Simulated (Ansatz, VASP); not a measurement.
# Two plane-wave programs on Hf

Contents of INCAR:

```
SYSTEM = Hf
ALGO = Normal
DIPOL = 0.5 0.5 0.500
EDIFF = 1E-6
ENCUT = 520
GGA = PS
IDIPOL = 3
ISIF = 2
ISMEAR = 1
LASPH = .True.
LCHARG = .False.
LDIPOL = .True.
LREAL = .False.
LWAVE = .False.
NBANDS = 39
NELM = 100
PREC = Accurate
SIGMA = 0.1
```

KPOINTS

```
k-points
0
Gamma
  12 12 1
  0 0 0
```

The input POSCAR:

```
Hf
1.0
    3.1590465010      0.0000000000      0.0000000000
    1.5795232500      2.7358145220      0.0000000000
    0.0000000000      0.0000000000     28.4984132530
Hf
6
Direct
    0.6666666667      0.6666666667      0.2807173834
    0.0000000000      0.0000000000      0.3684304301
    0.6666666667      0.6666666667      0.4561434767
    0.0000000000      0.0000000000      0.5438565233
    0.6666666667      0.6666666667      0.6315695699
    0.0000000000      0.0000000000      0.7192826166
```

Input for Ansatz:

```yaml
crystal:
  lattice:
    - [3.159046501, 0.0, 0.0]
    - [1.57952325, 2.735814522, 0.0]
    - [0.0, 0.0, 28.498413253]
  atoms:
    - { symbol: Hf, position: [0.6666666667, 0.6666666667, 0.2807173834] }
    - { symbol: Hf, position: [0.0, 0.0, 0.3684304301] }
    - { symbol: Hf, position: [0.6666666667, 0.6666666667, 0.4561434767] }
    - { symbol: Hf, position: [0.0, 0.0, 0.5438565233] }
    - { symbol: Hf, position: [0.6666666667, 0.6666666667, 0.6315695699] }
    - { symbol: Hf, position: [0.0, 0.0, 0.7192826166] }
kpoints:
  mp_grid: { grid: [12, 12, 1] }
scf:
  occupations: { method: cold, width: 0.1 }
hamiltonian:
  xc: pbesol
  pseudopotentials: { kind: paw, azcp: { folder: soft_1 } }
output:
  forces: true
  stress: false
  populations: false
basis:
  ecutwfc: 600
efield:
  axis: 3
  dipole_correction: true
```

Alike in both runs: task single point; functional PBEsol; k mesh 12 × 12 × 1; no spin polarisation.

```csv
,VASP,Ansatz
version,VASP 6.6.1,Ansatz 0.2.0
potentials or method,"VASP PAW PBE potentials, release 64 (Hf_pv), cutoff 520 eV","plane-wave PAW, scalar-relativistic"
occupations,"methfessel-paxton of order 1, width 0.1 eV","cold, width 0.1 eV"
valence electrons in the cell,60,156
```

Ansatz gave:

- rms of the force components (eV/Å): 0.341

Problem. What did VASP give for the same quantities?

Solution. rms of the force components (eV/Å): 0.351.

VASP's potentials were made for PBE, not for PBEsol, and Ansatz warns of the same on its side. Atom by atom the forces differ by 0.013 eV/Å (rms over components). VASP's potentials hold 60 valence electrons a cell and Ansatz's 156, so a difference there can come from the potentials and not from the codes.

Neither program's run includes spin-orbit coupling.
